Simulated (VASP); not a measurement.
# TiSn3O8 in VASP: a series of runs, part 2 of 2

VASP 6.6.1.

### Step 3. Single point, PBE

The input, INCAR:

```
PREC     = Accurate       # precision mode
ENCUT    = 520            # plane-wave cutoff, eV
EDIFF    = 1E-6           # SCF threshold, eV
ISMEAR   = 0              # smearing method
SIGMA    = 0.1            # smearing width, eV
LREAL    = False          # projectors in reciprocal space
LASPH    = True           # aspherical terms in the spheres
NELM     = 100            # most SCF steps
ALGO     = Normal         # electronic algorithm
ISIF     = 2              # what is computed and relaxed
LWAVE    = False          # write WAVECAR
LCHARG   = False          # write CHGCAR
GGA      = PE             # functional
NBANDS   = 63             # bands
```

The input, KPOINTS:

```
regular mesh
0
Gamma
  4 4 2
```

The input, POSCAR:

```
TiSn3O8
1.0
    3.3747177902     -3.3801605385     -0.0003538967
    3.3741378354      3.3795747904      0.0006562718
    0.0002135149      0.0007662388      6.3639594613
Ti Sn O
1 3 8
Direct
   -0.0000045741      0.0000413955      0.5000017183
    0.5000068760      0.5000221276      0.7452935668
    0.4999856486      0.5000101466      0.2547107446
    0.0000050188     -0.0000033200     -0.0000003022
    0.3063028503      0.3061198663      0.0000025776
    0.2969485358      0.2968169058      0.5000120371
    0.1895762191      0.8102634284      0.7384297081
    0.1895951856      0.8102823482      0.2616069440
    0.8103979734      0.1897063474      0.7383844047
    0.8104143608      0.1897233989      0.2615722992
    0.6937262634      0.6938572909     -0.0000041326
    0.7030456422      0.7031600642      0.4999904345
```

Potentials or basis: VASP PAW PBE potentials, release 64 (Ti_sv, Sn_d, O).

Run with:

```sh
cat potpaw_PBE.64/Ti_sv/POTCAR potpaw_PBE.64/Sn_d/POTCAR potpaw_PBE.64/O/POTCAR > POTCAR
mpirun -np 1 vasp_std > vasp.out
```

OUTCAR:

```text
PREC = Accurate
   ENCUT = 520
   EDIFF = 1E-6
   ISMEAR = 0
   LREAL = False
   LASPH = True
   NELM = 100
   ISIF = 2
   GGA = PE

 ion  position               nearest neighbor table
   1  1.000  0.000  0.500-  10 1.99   7 1.99   9 1.99   8 1.99   6 2.00  12 2.00   4 3.18   4 3.18

   2  0.500  0.500  0.745-  12 2.08   6 2.08   5 2.08  11 2.08   7 2.10   9 2.10   3 3.12   3 3.24
                             4 3.74   4 3.74   4 3.75   4 3.75
   3  0.500  0.500  0.255-   6 2.08  12 2.08  11 2.08   5 2.08   8 2.10  10 2.10   2 3.12   2 3.24
[... 1553 lines left out ...]
 -----------------------------------------------------------------------------
  energy-cutoff  :      520.00
  volume of cell :      145.16
      direct lattice vectors                 reciprocal lattice vectors
     3.374717790 -3.380160539 -0.000353897     0.148160430 -0.147922077  0.000012839
     3.374137835  3.379574790  0.000656272     0.148186111  0.147947503 -0.000022785
     0.000213515  0.000766239  6.363959461    -0.000007042 -0.000023483  0.157134882

 POSITION                                       TOTAL-FORCE (eV/Angst)
 -----------------------------------------------------------------------------------
      3.37495     -3.37962      3.18164        -0.000860     -0.000797     -0.000199
      3.37468      0.00033      4.74317        -0.000734     -0.000133     -0.002657
      3.37447     -0.00001      1.62112         0.000039     -0.000744      0.002188
      3.37436      3.38031      6.36461         0.000036     -0.000249      0.000021
      2.06658     -0.00080      0.00011        -0.008975      0.000615      0.000097
      2.00373     -0.00024      3.18215        -0.028022      0.000254      0.000064
      3.37386      2.09811      4.69980         0.000480     -0.013877      0.000404
      3.37389      2.09775      1.66532         0.000187     -0.013697      0.000068
      3.37512     -2.09758      4.69889        -0.000055      0.014321      0.000516
      3.37513     -2.09795      1.66447        -0.000278      0.014448     -0.000595
      4.68251      0.00080      6.36414         0.009075     -0.000151      0.000172
      4.74525      0.00036      3.18213         0.029107      0.000010     -0.000079
 -----------------------------------------------------------------------------------
    total drift:                                0.000003     -0.000022      0.000020

  FREE ENERGIE OF THE ION-ELECTRON SYSTEM (eV)
  ---------------------------------------------------
  free  energy   TOTEN  =       -82.5248150313 eV

  energy  without entropy=      -82.5248150313  energy(sigma->0) =      -82.52481503
```

OSZICAR:

```text
N       E                     dE             d eps       ncg     rms          rms(c)
DAV:   1     0.159710507776E+04    0.15971E+04   -0.48050E+04  2806   0.240E+03
DAV:   2     0.244872427366E+03   -0.13522E+04   -0.12767E+04  2656   0.746E+02
DAV:   3    -0.709865634676E+02   -0.31586E+03   -0.30561E+03  3101   0.275E+02
DAV:   4    -0.995089671928E+02   -0.28522E+02   -0.28281E+02  3424   0.899E+01
DAV:   5    -0.100653874346E+03   -0.11449E+01   -0.11436E+01  3808   0.163E+01    0.283E+01
DAV:   6    -0.823066314755E+02    0.18347E+02   -0.69975E+01  3635   0.806E+01    0.945E+00
DAV:   7    -0.827608326529E+02   -0.45420E+00   -0.10861E+01  3042   0.192E+01    0.748E+00
DAV:   8    -0.825453719029E+02    0.21546E+00   -0.63959E-01  3063   0.619E+00    0.412E+00
DAV:   9    -0.825420381808E+02    0.33337E-02   -0.41093E-01  3306   0.375E+00    0.126E+00
DAV:  10    -0.825243956839E+02    0.17642E-01   -0.72370E-02  3275   0.227E+00    0.394E-01
DAV:  11    -0.825247453371E+02   -0.34965E-03   -0.15270E-02  3514   0.701E-01    0.174E-01
DAV:  12    -0.825248477327E+02   -0.10240E-03   -0.22094E-03  3571   0.354E-01    0.952E-02
DAV:  13    -0.825248217849E+02    0.25948E-04   -0.33776E-04  3338   0.149E-01    0.465E-02
DAV:  14    -0.825248125986E+02    0.91863E-05   -0.15048E-04  3739   0.710E-02    0.165E-02
DAV:  15    -0.825248152867E+02   -0.26881E-05   -0.28777E-05  3505   0.367E-02    0.757E-03
DAV:  16    -0.825248150313E+02    0.25538E-06   -0.50200E-06  2645   0.161E-02
   1 F= -.82524815E+02 E0= -.82524815E+02  d E =-.569599E-18
```

stdout:

```text
POSCAR found type information on POSCAR TiSnO
 POSCAR found :  3 types and      12 ions
 scaLAPACK will be used
 LDA part: xc-table for (Slater+PW92), standard interpolation
 POSCAR, INCAR and KPOINTS ok, starting setup
 FFT: planning ... GRIDC
 FFT: planning ... GRID_SOFT
 FFT: planning ... GRID
 WAVECAR not read
 entering main loop
```

It took 94 s on 1 thread of Intel Xeon 6975P-C (Granite Rapids), shared host; peak memory 0.31 GiB.

What came out:

| Item | Value |
| --- | --- |
| Free energy | -82.5248 eV |
| Pressure | 0.6 GPa |
| Largest force | 0.029 eV/Å |
| Band gap on the k mesh | 1.73 eV (least direct gap 1.84 eV) |

Forces in eV/Å, atoms in the order of the input:
```
Ti  -0.001 -0.001  0.000
Sn  -0.001  0.000 -0.003
Sn   0.000 -0.001  0.002
Sn   0.000  0.000  0.000
O   -0.009  0.001  0.000
O   -0.028  0.000  0.000
O    0.000 -0.014  0.000
O    0.000 -0.014  0.000
O    0.000  0.014  0.001
O    0.000  0.014 -0.001
O    0.009  0.000  0.000
O    0.029  0.000  0.000
```

Caveat: the k points lie up to 0.49 Å⁻¹ apart; spin-orbit coupling is left out, which moves the levels of the heavy elements.

### Step 4. Single point, PBE

The input, INCAR:

```
SYSTEM = TiSn3O8
  PREC = Accurate
  ENCUT = 520
  EDIFF = 1E-6
  ISMEAR = 0
  SIGMA = 0.02
  LREAL = .FALSE.
  LASPH = .TRUE.
  NELM = 60
  ALGO = Normal
  ISIF = 2
  LWAVE = .FALSE.
  LCHARG = .FALSE.
  GGA = PE
  NBANDS = 63
```

The input, KPOINTS:

```
regular mesh
0
G
  6 6 4
  0 0 0
```

The input, POSCAR:

```
TiSn3O8
1.0
    3.3756637786     -3.3817048392      0.0000000000
    3.3756637786      3.3817048392      0.0000000000
    0.0000000000      0.0000000000      6.3602747042
Ti Sn O
1 3 8
Direct
    0.0000000000      0.0000000000      0.5000000000
    0.5000000000      0.5000000000      0.7452924662
    0.5000000000      0.5000000000      0.2547075338
    0.0000000000      0.0000000000      0.0000000000
    0.3061770374      0.3061770374      0.0000000000
    0.2969675160      0.2969675160      0.5000000000
    0.1896142717      0.8103857283      0.7383647090
    0.1896142717      0.8103857283      0.2616352910
    0.8103857283      0.1896142717      0.7383647090
    0.8103857283      0.1896142717      0.2616352910
    0.6938229626      0.6938229626      0.0000000000
    0.7030324840      0.7030324840      0.5000000000
```

Potentials or basis: VASP PAW PBE potentials, release 64 (Ti_sv, Sn_d, O).

Run with:

```sh
cat potpaw_PBE.64/Ti_sv/POTCAR potpaw_PBE.64/Sn_d/POTCAR potpaw_PBE.64/O/POTCAR > POTCAR
mpirun -np 1 vasp_std > vasp.out
```

OUTCAR:

```text
SYSTEM = TiSn3O8
   PREC = Accurate
   ENCUT = 520
   EDIFF = 1E-6
   ISMEAR = 0
   LREAL = .FALSE.
   LASPH = .TRUE.
   NELM = 60
   ISIF = 2
   GGA = PE

 ion  position               nearest neighbor table
   1  0.000  0.000  0.500-   7 1.99   8 1.99   9 1.99  10 1.99   6 2.00  12 2.00   4 3.18   4 3.18

   2  0.500  0.500  0.745-   6 2.08  12 2.08  11 2.08   5 2.08   7 2.10   9 2.10   3 3.12   3 3.24
                             4 3.74   4 3.74   4 3.75   4 3.75
   3  0.500  0.500  0.255-   6 2.08  12 2.08  11 2.08   5 2.08   8 2.10  10 2.10   2 3.12   2 3.24
                             4 3.74   4 3.74   4 3.75   4 3.75
   4  0.000  0.000  0.000-   5 2.07  11 2.07   8 2.10   9 2.10  10 2.10   7 2.10   1 3.18   1 3.18
                             3 3.74   2 3.74   2 3.74   3 3.74   2 3.75   3 3.75   2 3.75   3 3.75
   5  0.306  0.306  0.000-   4 2.07   3 2.08   2 2.08
   6  0.297  0.297  0.500-   1 2.00   2 2.08   3 2.08
   7  0.190  0.810  0.738-   1 1.99   2 2.10   4 2.10
   8  0.190  0.810  0.262-   1 1.99   3 2.10   4 2.10
   9  0.810  0.190  0.738-   1 1.99   2 2.10   4 2.10
  10  0.810  0.190  0.262-   1 1.99   3 2.10   4 2.10
  11  0.694  0.694  0.000-   4 2.07   3 2.08   2 2.08
  12  0.703  0.703  0.500-   1 2.00   2 2.08   3 2.08
[... 1800 lines left out ...]

  FORCE on cell =-STRESS in cart. coord.  units (eV):
  Direction    XX          YY          ZZ          XY          YZ          ZX
  --------------------------------------------------------------------------------------
  -------------------------------------------------------------------------------------
  Total        0.4588612      0.4213776      0.7262267      0.0000000      0.0000000      0.0000000
  in kB        5.0628046      4.6492322      8.0127579      0.0000000      0.0000000      0.0000000
  external PRESSURE =       5.9082649 kB  Pullay stress =       0.0000000 kB

 VOLUME and BASIS-vectors are now :
 -----------------------------------------------------------------------------
  energy-cutoff  :      520.00
  volume of cell :      145.21
      direct lattice vectors                 reciprocal lattice vectors
     3.375663779 -3.381704839  0.000000000     0.148119017 -0.147854418  0.000000000
     3.375663779  3.381704839  0.000000000     0.148119017  0.147854418  0.000000000
     0.000000000  0.000000000  6.360274704     0.000000000  0.000000000  0.157225913

 POSITION                                       TOTAL-FORCE (eV/Angst)
 -----------------------------------------------------------------------------------
      0.00000      0.00000      3.18014         0.000000      0.000000      0.000000
      3.37566      0.00000      4.74026         0.000000      0.000000      0.007663
      3.37566      0.00000      1.62001         0.000000      0.000000     -0.007663
      0.00000      0.00000      0.00000         0.000000      0.000000      0.000000
      2.06710      0.00000      0.00000        -0.001244      0.000000      0.000000
      2.00492      0.00000      3.18014        -0.036352      0.000000      0.000000
      3.37566      2.09927      4.69620         0.000000     -0.017860     -0.000862
      3.37566      2.09927      1.66407         0.000000     -0.017860      0.000862
      3.37566     -2.09927      4.69620         0.000000      0.017860     -0.000862
      3.37566     -2.09927      1.66407         0.000000      0.017860      0.000862
      4.68423      0.00000      0.00000         0.001244      0.000000      0.000000
      4.74640      0.00000      3.18014         0.036352      0.000000      0.000000
 -----------------------------------------------------------------------------------
    total drift:                                0.000000      0.000000     -0.000000

  FREE ENERGIE OF THE ION-ELECTRON SYSTEM (eV)
  ---------------------------------------------------
  free  energy   TOTEN  =       -82.5387174067 eV

  energy  without entropy=      -82.5387174067  energy(sigma->0) =      -82.53871741
```

stdout:

```text
POSCAR found type information on POSCAR TiSnO
 POSCAR found :  3 types and      12 ions
 scaLAPACK will be used
 LDA part: xc-table for (Slater+PW92), standard interpolation
 POSCAR, INCAR and KPOINTS ok, starting setup
 FFT: planning ... GRIDC
 FFT: planning ... GRID_SOFT
 FFT: planning ... GRID
 WAVECAR not read
 entering main loop
```

It took 3 min on 1 thread of Intel Xeon 6975P-C (Granite Rapids), shared host; peak memory 0.41 GiB.

Results:

| Item | Value |
| --- | --- |
| Free energy | -82.5387 eV |
| Pressure | 0.6 GPa |
| Largest force | 0.036 eV/Å |
| Band gap on the k mesh | 1.74 eV (least direct gap 1.85 eV) |

Forces on the atoms (eV/Å):
```
Ti   0.000  0.000  0.000
Sn   0.000  0.000  0.008
Sn   0.000  0.000 -0.008
Sn   0.000  0.000  0.000
O   -0.001  0.000  0.000
O   -0.036  0.000  0.000
O    0.000 -0.018 -0.001
O    0.000 -0.018  0.001
O    0.000  0.018 -0.001
O    0.000  0.018  0.001
O    0.001  0.000  0.000
O    0.036  0.000  0.000
```

Stress tensor (GPa, compression positive):
```
0.51 0.00 0.00
0.00 0.46 0.00
0.00 0.00 0.80
```

Caveat: spin-orbit coupling is left out, which moves the levels of the heavy elements. A k mesh can miss the band edges.

### Step 5. Summary

| cell | k mesh | smearing | gap on the mesh (eV) | pressure (GPa) | largest force (eV/Å) |
| --- | --- | --- | --- | --- | --- |
| a = 4.778, b = 4.778, c = 6.360 Å, angles 90.0, 90.0, 90.1°, 12 atoms, atomic positions A | 4 × 4 × 2 | gaussian 0.1 eV | 1.73 | 0.6 | 0.04 |
| a = 4.776, b = 4.776, c = 6.364 Å, angles 90.0, 90.0, 90.1°, 12 atoms, atomic positions B | 4 × 4 × 2 | gaussian 0.1 eV | 1.73 | 0.6 | 0.03 |
| a = 4.778, b = 4.778, c = 6.360 Å, angles 90.0, 90.0, 90.1°, 12 atoms, atomic positions A | 6 × 6 × 4 | gaussian 0.02 eV | 1.74 | 0.6 | 0.04 |

Alike in all rows: task single point; level PBE; potentials or basis VASP PAW PBE potentials, release 64 (Ti_sv, Sn_d, O); no spin polarisation; cutoff (eV) 520.

Caveats: some runs use coarse meshes; spin-orbit coupling is left out, which moves the levels of the heavy elements.

Total energies depend on the potentials used, so only differences within one code and one set of settings carry meaning.
